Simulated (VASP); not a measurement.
Runs of VASP 6.6.1 on HfB2 (sol). The structure is that of space group P6/mmm (No. 191), or close to it. The cells are those of the table. 

| task | cell | k mesh | cutoff (eV) | smearing | gap on the mesh (eV) | pressure (GPa) | relaxed volume (Å³/atom) |
| --- | --- | --- | --- | --- | --- | --- | --- |
| relaxation of cell and atoms | relaxed from a = 3.133, b = 3.133, c = 3.479 Å, angles 90.0, 90.0, 120.0°, 3 atoms | 15 × 15 × 12 | 600 | gaussian 0.1 eV | none | 0.0 | 9.73 |
| single point | a = 3.133, b = 3.133, c = 3.479 Å, angles 90.0, 90.0, 120.0°, 3 atoms | 6 × 6 × 6 | 520 | gaussian 0.1 eV | none | -3.0 | - |
| relaxation of cell and atoms | relaxed from a = 3.127, b = 3.127, c = 3.447 Å, angles 90.0, 90.0, 120.0°, 3 atoms | 15 × 15 × 12 | 600 | fermi-dirac 0.15 eV | none | 0.0 | 9.73 |
| single point | a = 3.127, b = 3.127, c = 3.447 Å, angles 90.0, 90.0, 120.0°, 3 atoms | 15 × 15 × 12 | 520 | gaussian 0.1 eV | none | (a) | - |
| single point | a = 3.128, b = 3.128, c = 3.446 Å, angles 90.0, 90.0, 120.0°, 3 atoms | 15 × 15 × 12 | 520 | fermi-dirac 0.15 eV | none | 0.0 | - |

Alike in all rows: level PBEsol; potentials or basis VASP PAW PBE potentials, release 64 (Hf_pv, B); no spin polarisation.

**Question.** Estimate the missing entries.

**Answer.** (a) -0.1.

Caveats: some runs use coarse meshes; the PAW data sets were made with another functional, which shifts forces and pressure a little; spin-orbit coupling is left out, which moves the levels of the heavy elements.

A k mesh can miss the band edges, and the runs leave out spin-orbit coupling on Hf.

A gap of «none» marks levels without a gap at the run's occupations.
